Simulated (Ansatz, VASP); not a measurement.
**Two plane-wave programs on GaAs**

```
Ga As
1.0
     0.00000    2.89752    2.96819
     2.89752    0.00000    2.96819
     2.89752    2.89752    0.00000
Ga As
1 1
Cartesian
  0.0000 0.0000 0.0000
  4.3463 4.3463 4.4523
```

Change from the starting cell: strain +0.025 along x and y, +0.050 along z, atoms carried along.

Alike in both runs: task single point; functional PBE; k mesh 10 × 10 × 10; occupations gaussian, width 0.05 eV; no spin polarisation.

|  | VASP | Ansatz |
| --- | --- | --- |
| version | VASP 6.6.1 | Ansatz 0.2.0 |
| potentials or method | VASP PAW PBE potentials, release 64 (Ga_d, As), cutoff 520 eV | scalar-relativistic, plane waves, PAW |
| valence electrons in the cell | 18 | 28 |

|  | VASP | Ansatz | Ansatz less VASP |
| --- | --- | --- | --- |
| gap on the k mesh at the Fermi level (eV) | none | none | - |
| pressure (GPa) | -2.5 | -2.7 | -0.13 |
| traceless stress, the component that is largest in VASP (GPa) | -0.93 | -0.93 | -0.002 |

A gap of «none» marks a metal or a gap that the smearing closes. VASP's potentials hold 18 valence electrons a cell and Ansatz's 28, so a difference there can come from the potentials and not from the codes.
